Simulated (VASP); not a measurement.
Here is a VASP 6.6.1 calculation.

Contents of INCAR:

```
SYSTEM = LiNbO3
ALGO = Normal
EDIFF = 1E-6
ENCUT = 520
GGA = PE
ISIF = 2
ISMEAR = 0
LASPH = .TRUE.
LCHARG = .TRUE.
LELF = .TRUE.
LREAL = .FALSE.
LVHAR = .TRUE.
LWAVE = .FALSE.
NBANDS = 45
NELM = 100
PREC = Accurate
SIGMA = 0.1
```

KPOINTS

```
k-points
0
G
  6 6 6
  0 0 0
```

Contents of POSCAR:

```
LiNbO3
1.0
    2.5752492000      1.4868208200      4.6247301100
   -2.5752492000      1.4868208200      4.6247301100
    0.0000000000     -2.9736416300      4.6247301100
Li Nb O
2 2 6
Direct
    0.7197000100      0.7197000100      0.7197000100
    0.2197000100      0.2197000100      0.2197000100
    0.9999400000      0.9999400000      0.9999400000
    0.4999400000      0.4999400000      0.4999400000
    0.2791299800      0.6412099900      0.8883500000
    0.6412099900      0.8883500000      0.2791299800
    0.8883500000      0.2791299800      0.6412099900
    0.3883500000      0.1412099900      0.7791299800
    0.7791299800      0.3883500000      0.1412099900
    0.1412099900      0.7791299800      0.3883500000
```

Potentials or basis: VASP PAW PBE potentials, release 64 (Li_sv, Nb_sv, O).

Run with:

```sh
$ cat potpaw_PBE.64/Li_sv/POTCAR potpaw_PBE.64/Nb_sv/POTCAR potpaw_PBE.64/O/POTCAR > POTCAR
$ mpirun -np 1 vasp_std > vasp.out
```

**Question.** Estimate the largest force.

**Answer.** 0.208 eV/Å.

**Question.** What does it give for the band gap on the k mesh?

**Answer.** 3.58 eV, indirect (least direct gap 3.59 eV).

Forces on the atoms (eV/Å):
```
Li   0.000  0.000 -0.034
Li   0.000  0.000 -0.034
Nb   0.000  0.000  0.120
Nb   0.000  0.000  0.120
O    0.186 -0.090 -0.029
O   -0.171 -0.116 -0.029
O   -0.015  0.206 -0.029
O    0.171 -0.116 -0.029
O    0.015  0.206 -0.029
O   -0.186 -0.090 -0.029
```

 As with any semilocal functional, this PBE gap is likely too small.
